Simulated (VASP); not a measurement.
# ZnS (P3m1) in VASP: single point with PBE

Aim: the single point of ZnS with PBE.

All numbers are computed with VASP 6.6.1; they aren't measurements. Logs are shortened: lines on timing, memory, paths and dates and some standing lists are left out, and cuts for length are marked.

## Step 1: The cell of the first run

The structure is trigonal, space group P3m1 (No. 156). Conventional cell: a = 3.811 Å, b = 3.811 Å, c = 6.234 Å, α = 90.00°, β = 90.00°, γ = 120.00°. Within 3.1 Å of Zn (site symmetry 3m) lie 4 S at 2.31 to 2.70 Å. Within 3.0 Å of Zn (site symmetry 3m) lie 4 S at 2.24 to 2.40 Å. S (site symmetry 3m) has 4 Zn at 2.24 to 2.70 Å within 3.0 Å. S (site symmetry 3m) has 4 Zn at 2.31 to 2.40 Å within 3.1 Å.

## Step 2: Single point, PBE (atom 3 (S) moved by (+0.000, +0.300) A along [1 1 0] and z)

INCAR reads:

```
PREC     = Accurate       # precision mode
ENCUT    = 520            # plane-wave cutoff, eV
EDIFF    = 1E-7           # SCF threshold, eV
ISMEAR   = 0              # smearing method
SIGMA    = 0.05           # smearing width, eV
LREAL    = F              # projectors in reciprocal space
LASPH    = T              # aspherical terms in the spheres
NELM     = 100            # most SCF steps
ALGO     = Normal         # electronic algorithm
ISIF     = 2              # what is computed and relaxed
LWAVE    = F              # write WAVECAR
LCHARG   = F              # write CHGCAR
GGA      = PE             # functional
NBANDS   = 26             # bands
```

KPOINTS reads:

```
regular mesh
0
Gamma
  12 12 6
```

POSCAR reads:

```
ZnS
1.0
    3.8109987816      0.0000000000      0.0000000000
   -1.9054993908      3.3004217586      0.0000000000
    0.0000000000      0.0000000000      6.2340000000
Zn S
2 2
Direct
    0.3333333333      0.6666666667      0.0000000000
    0.6666666667      0.3333333333      0.5000000000
    0.3333333333      0.6666666667      0.4331231954
    0.6666666667      0.3333333333      0.8850000000
```

Potentials or basis: VASP PAW PBE potentials, release 64 (Zn, S).

Run with:

```console
$ cat potpaw_PBE.64/Zn/POTCAR potpaw_PBE.64/S/POTCAR > POTCAR
$ mpirun -np 1 vasp_std > vasp.out
```

OUTCAR:

```text
PREC = Accurate
   ENCUT = 520
   EDIFF = 1E-7
   ISMEAR = 0
   LREAL = F
   LASPH = T
   NELM = 100
   ISIF = 2
   GGA = PE

 ion  position               nearest neighbor table
   1  0.333  0.667  0.000-   4 2.31   4 2.31   4 2.31   3 2.70
   2  0.667  0.333  0.500-   3 2.24   3 2.24   3 2.24   4 2.40
   3  0.333  0.667  0.433-   2 2.24   2 2.24   2 2.24   1 2.70
   4  0.667  0.333  0.885-   1 2.31   1 2.31   1 2.31   2 2.40

  LATTYP: Found a hexagonal cell.
 ALAT       =     3.8109987816
 C/A-ratio  =     1.6357916539

  Lattice vectors:

 A1 = (   3.8109987816,   0.0000000000,   0.0000000000)
 A2 = (  -1.9054993908,   3.3004217586,   0.0000000000)
 A3 = (   0.0000000000,   0.0000000000,   6.2340000000)

Analysis of symmetry for initial positions (statically):
=====================================================================
 Subroutine PRICEL returns:
 Original cell was already a primitive cell.

 Routine SETGRP: Setting up the symmetry group for a
 hexagonal supercell.

 Subroutine GETGRP returns: Found  6 space group operations
 (whereof  6 operations were pure point group operations)
 out of a pool of 24 trial point group operations.

The static configuration has the point symmetry C_3v.

Analysis of symmetry for dynamics (positions and initial velocities):
=====================================================================
 Subroutine PRICEL returns:
 Original cell was already a primitive cell.

 Routine SETGRP: Setting up the symmetry group for a
 hexagonal supercell.

 Subroutine GETGRP returns: Found  6 space group operations
 (whereof  6 operations were pure point group operations)
 out of a pool of 24 trial point group operations.

The dynamic configuration has the point symmetry C_3v.

 Subroutine INISYM returns: Found  6 space group operations
 (whereof  6 operations are pure point group operations),
 and found     1 'primitive' translations

----------------------------------------------------------------------------------------

                                     Primitive cell

  volume of cell :      78.4106

  direct lattice vectors                    reciprocal lattice vectors
     3.810998782  0.000000000  0.000000000     0.262398405  0.151495789  0.000000000
    -1.905499391  3.300421759  0.000000000     0.000000000  0.302991579  0.000000000
     0.000000000  0.000000000  6.234000000     0.000000000  0.000000000  0.160410651

  length of vectors
     3.810998782  3.810998782  6.234000000     0.302991579  0.302991579  0.160410651

  position of ions in fractional coordinates (direct lattice)
     0.333333333  0.666666667  0.000000000
     0.666666667  0.333333333  0.500000000
     0.333333333  0.666666667  0.433123195
     0.666666667  0.333333333  0.885000000

  ion indices of the primitive-cell ions
   primitive index   ion index
                 1           1
                 2           2
                 3           3
                 4           4

----------------------------------------------------------------------------------------

 KPOINTS: regular mesh

Automatic generation of k-mesh.
 Grid dimensions read from file:
 generate k-points for:   12   12    6

 Generating k-lattice:

  Cartesian coordinates                     Fractional coordinates (reciprocal lattice)
     0.021866534  0.012624649  0.000000000     0.083333333  0.000000000  0.000000000
     0.000000000  0.025249298  0.000000000     0.000000000  0.083333333  0.000000000
     0.000000000  0.000000000  0.026735109     0.000000000  0.000000000  0.166666667

  Length of vectors
     0.025249298  0.025249298  0.026735109

  Shift w.r.t. Gamma in fractional coordinates (k-lattice)
     0.000000000  0.000000000  0.000000000

 Subroutine IBZKPT returns following result:
 ===========================================

 Found    100 irreducible k-points:

 Following reciprocal coordinates:
            Coordinates               Weight
  0.000000  0.000000  0.000000      1.000000
  0.083333  0.000000  0.000000      6.000000
  0.166667  0.000000  0.000000      6.000000
  0.250000 -0.000000  0.000000      6.000000
  0.333333 -0.000000  0.000000      6.000000
  0.416667 -0.000000  0.000000      6.000000
[... 16 lines left out ...]
  0.166667  0.000000  0.166667      6.000000
  0.000000  0.166667  0.166667      6.000000
 [... further k-points ...]
   k-points           NKPTS =    100   k-points in BZ     NKDIM =    100   number of bands    NBANDS=     26
   number of dos      NEDOS =    301   number of ions     NIONS =      4
   total plane-waves  NPLWV =  37632
   dimension x,y,z NGX =    28 NGY =   28 NGZ =   48
   dimension x,y,z NGXF=    56 NGYF=   56 NGZF=   96
   ions per type =               2   2
   NGX,Y,Z   is equivalent  to a cutoff of  12.21, 12.21, 12.80 a.u.
   NGXF,Y,Z  is equivalent  to a cutoff of  24.43, 24.43, 25.60 a.u.
 SYSTEM =  unknown system
   PREC   = accura    normal or accurate (medium, high low for compatibility)
   ISTART =      0    job   : 0-new  1-cont  2-samecut
   ICHARG =      2    charge: 1-file 2-atom 10-const
   ISPIN  =      1    spin polarized calculation?
   LNONCOLLINEAR =      F non collinear calculations
   LSORBIT =      F    spin-orbit coupling
   LASPH  =      T    aspherical Exc in radial PAW
   ENCUT  =  520.0 eV  38.22 Ry    6.18 a.u.   7.09  7.09 11.59*2*pi/ulx,y,z
   NELM   =    100;   NELMIN=  2; NELMDL= -5     # of ELM steps
   EDIFF  = 0.1E-06   stopping-criterion for ELM
   LREAL  =      F    real-space projection
   EDIFFG = 0.1E-05   stopping-criterion for IOM
   NSW    =      0    number of steps for IOM
   IBRION =     -1    ionic relax: 0-MD 1-quasi-New 2-CG
   NFREE  =      0    steps in history (QN), initial steepest desc. (CG)
   ISIF   =      2    stress and relaxation
   ISYM   =      2    0-nonsym 1-usesym 2-fastsym
   POTIM  = 0.5000    time-step for ionic-motion
   TEBEG  =    0.0;   TEEND  =   0.0 temperature during run
   PSTRESS=    0.0 pullay stress
   NELECT =      36.0000    total number of electrons
   NUPDOWN=      -1.0000    fix difference up-down
   EMIN   =  10.00;   EMAX   =-10.00  energy-range for DOS
   EFERMI =   0.00;   METHOD = LEGACY
   ISMEAR =     0;   SIGMA  =   0.05  broadening in eV -4-tet -1-fermi 0-gaus
   EFERMI_NEDOS =   21; number of points for ismear=-14 and -15
   IALGO  =     38    algorithm
   IMIX   =      4    mixing-type and parameters
     AMIX     =   0.40;   BMIX     =  1.00
     AMIX_MAG =   1.60;   BMIX_MAG =  1.00
  volume/ion in A,a.u.               =      19.60       132.29
  Fermi-wavevector in a.u.,A,eV,Ry     =   1.262944  2.386617 21.701656  1.595027
  Thomas-Fermi vector in A             =   2.396326
   LORBIT       =      0    0 simple, 1 ext, 2 COOP (PROOUT), +10 PAW based schemes
   GGA     = PE    functional components
   LHFCALC =     F    Hartree Fock is set to
   AEXX    =    0.0000 exact exchange contribution
   IVDW    =     0    specifies the selected vdW correction
   LEPSILON=     F    determine dielectric tensor
   LRPA    =     F    only Hartree local field effects (RPA)
 non-spin polarized calculation
 Gauss-broadening in eV      SIGMA  =   0.05
  energy-cutoff  :      520.00
  volume of cell :       78.41
 maximum number of plane-waves:      2133
   NGX = 15   NGY = 15   NGZ = 23

 number of electron      35.9999976 magnetization

 Free energy of the ion-electron system (eV)
  ---------------------------------------------------
  ext. energy  EPLUGINS =         0.00000000
  ---------------------------------------------------
  free energy    TOTEN  =       -13.29767232 eV

  energy without entropy =      -13.29767232  energy(sigma->0) =      -13.29767232

 E-fermi :   2.4242     XC(G=0):  -9.6446

 val. band max:        2.1585620528   @ k =   0.0833   0.0000   0.0000
 cond. band min:       4.4014239321   @ k =   0.0000   0.0000   0.0000
 fundamental gap:      2.2428618793
 Fermi energy:         2.4242040254

 k-point     1 :       0.0000    0.0000    0.0000
  band No.  band energies     occupation
      1     -11.1083      2.00000
      2     -10.1504      2.00000
      3      -4.4494      2.00000
      4      -4.4494      2.00000
      5      -4.1816      2.00000
      6      -4.1816      2.00000
[... 18 lines left out ...]
     25       9.6496      0.00000
     26      11.8733      0.00000

 k-point     2 :       0.0833    0.0000    0.0000
  band No.  band energies     occupation
      1     -11.0587      2.00000
      2     -10.1206      2.00000
      3      -4.4507      2.00000
      4      -4.4299      2.00000
      5      -4.1818      2.00000
      6      -4.1689      2.00000
[... 18 lines left out ...]
     25       9.8788      0.00000
     26      11.3312      0.00000

 k-point     3 :       0.1667    0.0000    0.0000
  band No.  band energies     occupation
      1     -10.9165      2.00000
      2     -10.0395      2.00000
      3      -4.4485      2.00000
      4      -4.3752      2.00000
      5      -4.1799      2.00000
      6      -4.1344      2.00000
[... 18 lines left out ...]
     25      10.4529      0.00000
     26      10.5109      0.00000

 k-point     4 :       0.2500   -0.0000    0.0000
  band No.  band energies     occupation
      1     -10.7024      2.00000
      2      -9.9324      2.00000
      3      -4.4277      2.00000
      4      -4.2974      2.00000
      5      -4.1709      2.00000
      6      -4.0885      2.00000
[... 18 lines left out ...]
     25      10.5655      0.00000
     26      11.4085      0.00000
[... 496 lines left out ...]
      1     -11.0151      2.00000
      2     -10.1798      2.00000
      3      -4.4521      2.00000
      4      -4.4306      2.00000
      5      -4.1849      2.00000
      6      -4.1713      2.00000
[... 18 lines left out ...]
     25       9.7144      0.00000
     26      11.3086      0.00000

 k-point    23 :       0.1667    0.0000    0.1667
  band No.  band energies     occupation
      1     -10.8751      2.00000
      2     -10.0937      2.00000
      3      -4.4492      2.00000
      4      -4.3765      2.00000
      5      -4.1865      2.00000
      6      -4.1346      2.00000
[... 18 lines left out ...]
     25      10.4093      0.00000
     26      10.6692      0.00000

 k-point    24 :       0.0000    0.1667    0.1667
  band No.  band energies     occupation
      1     -10.8751      2.00000
      2     -10.0936      2.00000
      3      -4.4508      2.00000
      4      -4.3756      2.00000
      5      -4.1873      2.00000
      6      -4.1372      2.00000
[... 18 lines left out ...]
     25      10.3240      0.00000
     26      10.8423      0.00000

 [... further k-points ...]
[... 5 lines left out ...]
  --------------------------------------------------------------------------------------
  -------------------------------------------------------------------------------------
  Total        2.8495271      2.8495271      0.4930747     -0.0000000      0.0000000      0.0000000
  in kB       58.2248433     58.2248433     10.0750737     -0.0000000      0.0000000      0.0000000
  external PRESSURE =      42.1749201 kB  Pullay stress =       0.0000000 kB

 VOLUME and BASIS-vectors are now :
 -----------------------------------------------------------------------------
  energy-cutoff  :      520.00
  volume of cell :       78.41
      direct lattice vectors                 reciprocal lattice vectors
     3.810998782  0.000000000  0.000000000     0.262398405  0.151495789  0.000000000
    -1.905499391  3.300421759  0.000000000     0.000000000  0.302991579  0.000000000
     0.000000000  0.000000000  6.234000000     0.000000000  0.000000000  0.160410651

 POSITION                                       TOTAL-FORCE (eV/Angst)
 -----------------------------------------------------------------------------------
     -0.00000      2.20028      0.00000        -0.000000      0.000000      0.575000
      1.90550      1.10014      3.11700         0.000000      0.000000      0.503437
     -0.00000      2.20028      2.70009         0.000000     -0.000000     -1.792093
      1.90550      1.10014      5.51709         0.000000     -0.000000      0.713656
 -----------------------------------------------------------------------------------
    total drift:                               -0.000001      0.000001      0.000351

  FREE ENERGIE OF THE ION-ELECTRON SYSTEM (eV)
  ---------------------------------------------------
  free  energy   TOTEN  =       -13.2976723218 eV

  energy  without entropy=      -13.2976723218  energy(sigma->0) =      -13.29767232
```

Run time: 2.8 min. Hardware: 1 thread of Intel Xeon Platinum 8259CL at 2.50GHz (Skylake/Cascade Lake), shared host; peak memory 0.3 GiB.

Results:

```yaml
Free_energy: -13.2977 eV
Pressure: 4.2 GPa
Largest_force: 1.792 eV/Å
Band_gap_on_the_k_mesh: 2.24 eV (least direct gap 2.27 eV)
```

Forces in eV/Å, atoms in the order of the input:
```
Zn   0.000  0.000  0.575
Zn   0.000  0.000  0.503
S    0.000  0.000 -1.792
S    0.000  0.000  0.714
```

Levels at points of the mesh, in eV from the valence-band top:
```
           k point  band 16  band 17  band 18  band 19  band 20  band 21
(0.00, 0.00, 0.00)    -0.04    -0.04    -0.03     2.24     2.89     6.24
(0.50, 0.00, 0.00)    -2.35    -1.27    -1.16     3.39     4.22     5.17
(0.00, 0.00, 0.50)    -0.60    -0.29    -0.29     3.31     3.54     5.63
(0.50, 0.00, 0.50)    -1.54    -1.45    -1.10     3.36     3.97     4.53
```

Caveat: the cell differs from its parent crystal (atom 3 (S) moved by (+0.000, +0.300) A along [1 1 0] and z); the cell stands under pressure; forces of over 1 eV/Å act on the atoms, so gaps and moduli don't describe the material at rest.
